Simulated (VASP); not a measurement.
# InAs in VASP: notebook, part 3 of 3

VASP 6.6.1. The steps go on from the part before.

### Step 5. Single point, PBE (26.12 Å³/atom)

This run uses another cell than the first one, of 26.12 Å³/atom.

Contents of INCAR:

```
SYSTEM = InAs
PREC = Accurate ; ENCUT = 520
EDIFF = 1E-7 ; ISMEAR = -1
SIGMA = 0.05 ; LREAL = .FALSE.
LASPH = .TRUE. ; NELM = 60
ALGO = Normal ; ISIF = 2
LWAVE = .FALSE. ; LCHARG = .FALSE.
GGA = PE ; NBANDS = 16
```

Contents of KPOINTS:

```
Automatic mesh
0
G
  13 13 13
  0 0 0
```

Contents of POSCAR:

```
InAs
1.0
    0.0000000000      2.9671663233      2.9671663233
    2.9671663233      0.0000000000      2.9671663233
    2.9671663233      2.9671663233      0.0000000000
In As
1 1
Direct
    0.0000000000      0.0000000000      0.0000000000
    0.2500000000      0.2500000000      0.2500000000
```

Potentials or basis: VASP PAW PBE potentials, release 64 (In_d, As).

Run with:

```
$ cat potpaw_PBE.64/In_d/POTCAR potpaw_PBE.64/As/POTCAR > POTCAR
$ mpirun -np 1 vasp_std > vasp.out
```

OUTCAR:

```text
SYSTEM = InAs
   PREC = Accurate
   ENCUT = 520
   EDIFF = 1E-7
   ISMEAR = -1
   LREAL = .FALSE.
   LASPH = .TRUE.
   NELM = 60
   ISIF = 2
   GGA = PE

 ion  position               nearest neighbor table
   1  0.000  0.000  0.000-   2 2.57   2 2.57   2 2.57   2 2.57
   2  0.250  0.250  0.250-   1 2.57   1 2.57   1 2.57   1 2.57

  LATTYP: Found a face centered cubic cell.
 ALAT       =     5.9343326466

  Lattice vectors:

 A1 = (   0.0000000000,   2.9671663233,   2.9671663233)
 A2 = (   2.9671663233,   0.0000000000,   2.9671663233)
 A3 = (   2.9671663233,   2.9671663233,   0.0000000000)

Analysis of symmetry for initial positions (statically):
=====================================================================
 Subroutine PRICEL returns:
 Original cell was already a primitive cell.

 Routine SETGRP: Setting up the symmetry group for a
 face centered cubic supercell.

 Subroutine GETGRP returns: Found 24 space group operations
 (whereof 24 operations were pure point group operations)
 out of a pool of 48 trial point group operations.

The static configuration has the point symmetry T_d .

Analysis of symmetry for dynamics (positions and initial velocities):
=====================================================================
 Subroutine PRICEL returns:
 Original cell was already a primitive cell.

 Routine SETGRP: Setting up the symmetry group for a
 face centered cubic supercell.

 Subroutine GETGRP returns: Found 24 space group operations
 (whereof 24 operations were pure point group operations)
 out of a pool of 48 trial point group operations.

The dynamic configuration has the point symmetry T_d .

 Subroutine INISYM returns: Found 24 space group operations
 (whereof 24 operations are pure point group operations),
 and found     1 'primitive' translations

----------------------------------------------------------------------------------------

                                     Primitive cell

  volume of cell :      52.2463

  direct lattice vectors                    reciprocal lattice vectors
     0.000000000  2.967166323  2.967166323    -0.168510945  0.168510945  0.168510945
     2.967166323  0.000000000  2.967166323     0.168510945 -0.168510945  0.168510945
     2.967166323  2.967166323  0.000000000     0.168510945  0.168510945 -0.168510945

  length of vectors
     4.196206856  4.196206856  4.196206856     0.291869518  0.291869518  0.291869518

  position of ions in fractional coordinates (direct lattice)
     0.000000000  0.000000000  0.000000000
     0.250000000  0.250000000  0.250000000

  ion indices of the primitive-cell ions
   primitive index   ion index
                 1           1
                 2           2

----------------------------------------------------------------------------------------

 KPOINTS: Automatic mesh

Automatic generation of k-mesh.
 Grid dimensions read from file:
 generate k-points for:   13   13   13

 Generating k-lattice:

  Cartesian coordinates                     Fractional coordinates (reciprocal lattice)
    -0.012962380  0.012962380  0.012962380     0.076923077  0.000000000  0.000000000
     0.012962380 -0.012962380  0.012962380     0.000000000  0.076923077  0.000000000
     0.012962380  0.012962380 -0.012962380     0.000000000  0.000000000  0.076923077

  Length of vectors
     0.022451501  0.022451501  0.022451501

  Shift w.r.t. Gamma in fractional coordinates (k-lattice)
     0.000000000  0.000000000  0.000000000

 Subroutine IBZKPT returns following result:
 ===========================================

 Found     84 irreducible k-points:

 Following reciprocal coordinates:
            Coordinates               Weight
  0.000000  0.000000  0.000000      1.000000
  0.076923  0.000000  0.000000      8.000000
  0.153846  0.000000  0.000000      8.000000
  0.230769  0.000000  0.000000      8.000000
  0.307692  0.000000  0.000000      8.000000
  0.384615  0.000000  0.000000      8.000000
[... 16 lines left out ...]
  0.384615  0.153846  0.000000     24.000000
  0.461538  0.153846  0.000000     24.000000
 [... further k-points ...]
   k-points           NKPTS =     84   k-points in BZ     NKDIM =     84   number of bands    NBANDS=     16
   number of dos      NEDOS =    301   number of ions     NIONS =      2
   total plane-waves  NPLWV =  32768
   dimension x,y,z NGX =    32 NGY =   32 NGZ =   32
   dimension x,y,z NGXF=    64 NGYF=   64 NGZF=   64
   ions per type =               1   1
   NGX,Y,Z   is equivalent  to a cutoff of  12.68, 12.68, 12.68 a.u.
   NGXF,Y,Z  is equivalent  to a cutoff of  25.36, 25.36, 25.36 a.u.
 SYSTEM =  InAs
   PREC   = accura    normal or accurate (medium, high low for compatibility)
   ISTART =      0    job   : 0-new  1-cont  2-samecut
   ICHARG =      2    charge: 1-file 2-atom 10-const
   ISPIN  =      1    spin polarized calculation?
   LNONCOLLINEAR =      F non collinear calculations
   LSORBIT =      F    spin-orbit coupling
   LASPH  =      T    aspherical Exc in radial PAW
   ENCUT  =  520.0 eV  38.22 Ry    6.18 a.u.   7.80  7.80  7.80*2*pi/ulx,y,z
   NELM   =     60;   NELMIN=  2; NELMDL= -5     # of ELM steps
   EDIFF  = 0.1E-06   stopping-criterion for ELM
   LREAL  =      F    real-space projection
   EDIFFG = 0.1E-05   stopping-criterion for IOM
   NSW    =      0    number of steps for IOM
   IBRION =     -1    ionic relax: 0-MD 1-quasi-New 2-CG
   NFREE  =      0    steps in history (QN), initial steepest desc. (CG)
   ISIF   =      2    stress and relaxation
   ISYM   =      2    0-nonsym 1-usesym 2-fastsym
   POTIM  = 0.5000    time-step for ionic-motion
   TEBEG  =    0.0;   TEEND  =   0.0 temperature during run
   PSTRESS=    0.0 pullay stress
   NELECT =      18.0000    total number of electrons
   NUPDOWN=      -1.0000    fix difference up-down
   EMIN   =  10.00;   EMAX   =-10.00  energy-range for DOS
   EFERMI =   0.00;   METHOD = LEGACY
   ISMEAR =    -1;   SIGMA  =   0.05  broadening in eV -4-tet -1-fermi 0-gaus
   EFERMI_NEDOS =   21; number of points for ismear=-14 and -15
   IALGO  =     38    algorithm
   IMIX   =      4    mixing-type and parameters
     AMIX     =   0.40;   BMIX     =  1.00
     AMIX_MAG =   1.60;   BMIX_MAG =  1.00
  volume/ion in A,a.u.               =      26.12       176.29
  Fermi-wavevector in a.u.,A,eV,Ry     =   1.147661  2.168766 17.920597  1.317127
  Thomas-Fermi vector in A             =   2.284340
   LORBIT       =      0    0 simple, 1 ext, 2 COOP (PROOUT), +10 PAW based schemes
   GGA     = PE    functional components
   LHFCALC =     F    Hartree Fock is set to
   AEXX    =    0.0000 exact exchange contribution
   IVDW    =     0    specifies the selected vdW correction
   LEPSILON=     F    determine dielectric tensor
   LRPA    =     F    only Hartree local field effects (RPA)
 non-spin polarized calculation
  energy-cutoff  :      520.00
  volume of cell :       52.25
 maximum number of plane-waves:      1422
   NGX = 15   NGY = 15   NGZ = 15

 number of electron      18.0000007 magnetization

 Free energy of the ion-electron system (eV)
  ---------------------------------------------------
  ext. energy  EPLUGINS =         0.00000000
  ---------------------------------------------------
  free energy    TOTEN  =        -7.55905868 eV

  energy without entropy =       -7.55889075  energy(sigma->0) =       -7.55897472

 E-fermi :   5.2234     XC(G=0):  -9.3432

 val. band max:        5.1951470189   @ k =   0.0000   0.0000   0.0000
 cond. band min:       6.0487495908   @ k =   0.0769   0.0000   0.0000
 fundamental gap:      0.8536025719
 Fermi energy:         5.2234110693

 k-point     1 :       0.0000    0.0000    0.0000
  band No.  band energies     occupation
      1      -9.4211      2.00000
      2      -9.4211      2.00000
      3      -9.4211      2.00000
      4      -9.2697      2.00000
      5      -9.2697      2.00000
      6      -7.1443      2.00000
[... 8 lines left out ...]
     15      14.9266      0.00000
     16      14.9266      0.00000

 k-point     2 :       0.0769    0.0000    0.0000
  band No.  band energies     occupation
      1      -9.4315      2.00000
      2      -9.4183      2.00000
      3      -9.4183      2.00000
      4      -9.2699      2.00000
      5      -9.2699      2.00000
      6      -7.0755      2.00000
[... 8 lines left out ...]
     15      14.3523      0.00000
     16      14.3523      0.00000
[... 387 lines left out ...]
      5      -9.2566      2.00000
      6      -5.8543      2.00000
[... 8 lines left out ...]
     15      15.1244      0.00000
     16      15.7019      0.00000

 k-point    24 :       0.4615    0.1538    0.0000
  band No.  band energies     occupation
      1      -9.5793      2.00000
      2      -9.3766      2.00000
      3      -9.3688      2.00000
      4      -9.2763      2.00000
      5      -9.2566      2.00000
      6      -5.5095      2.00000
[... 8 lines left out ...]
     15      15.6313      0.00000
     16      16.3214      0.00000

 [... further k-points ...]
[... 5 lines left out ...]
  --------------------------------------------------------------------------------------
  -------------------------------------------------------------------------------------
  Total        2.6856099      2.6856099      2.6856099      0.0000000      0.0000000      0.0000000
  in kB       82.3564934     82.3564934     82.3564934      0.0000000      0.0000000      0.0000000
  external PRESSURE =      82.3564934 kB  Pullay stress =       0.0000000 kB

 VOLUME and BASIS-vectors are now :
 -----------------------------------------------------------------------------
  energy-cutoff  :      520.00
  volume of cell :       52.25
      direct lattice vectors                 reciprocal lattice vectors
     0.000000000  2.967166323  2.967166323    -0.168510945  0.168510945  0.168510945
     2.967166323  0.000000000  2.967166323     0.168510945 -0.168510945  0.168510945
     2.967166323  2.967166323  0.000000000     0.168510945  0.168510945 -0.168510945

 POSITION                                       TOTAL-FORCE (eV/Angst)
 -----------------------------------------------------------------------------------
      0.00000      0.00000      0.00000         0.000000      0.000000      0.000000
      1.48358      1.48358      1.48358        -0.000000     -0.000000     -0.000000
 -----------------------------------------------------------------------------------
    total drift:                               -0.000000     -0.000000     -0.000000

  FREE ENERGIE OF THE ION-ELECTRON SYSTEM (eV)
  ---------------------------------------------------
  free  energy   TOTEN  =        -7.5590586839 eV

  energy  without entropy=       -7.5588907490  energy(sigma->0) =       -7.55897472
```

It took 78 s on 1 thread of Intel Xeon 8259CL, shared host; peak memory 0.22 GiB.

Results:

| Quantity | Value |
| --- | --- |
| Free energy | -7.5591 eV |
| Pressure | 8.2 GPa |

Caveat: the cell stands under pressure; spin-orbit coupling is left out, which moves the levels of the heavy elements.

### Step 6. Summary

| task | cell | gap on the mesh (eV) | pressure (GPa) |
| --- | --- | --- | --- |
| single point | a = 4.348, b = 4.348, c = 4.284 Å, angles 60.5, 60.5, 59.0°, 2 atoms | none | 1.8 |
| relaxation of the atoms | atoms relaxed from a = 4.196 Å, angles 60.0°, 2 atoms | - | 8.2 |
| relaxation of the atoms | atoms relaxed from a = 4.255 Å, angles 60.0°, 2 atoms | none | 5.0 |
| single point | a = 4.196 Å, angles 60.0°, 2 atoms | - | 8.2 |

Alike in all rows: level PBE; potentials or basis VASP PAW PBE potentials, release 64 (In_d, As); no spin polarisation; k mesh 13 × 13 × 13; cutoff (eV) 520; smearing fermi-dirac 0.05 eV.

Caveats: spin-orbit coupling is left out, which moves the levels of the heavy elements; semilocal functionals underestimate gaps, so a narrow gap can read as zero (at least some runs); the relaxation stopped at its first step, so nothing moved (at least some runs); the cell stands under pressure (at least some runs).

Absolute energies hang on the potentials; compare differences alone.
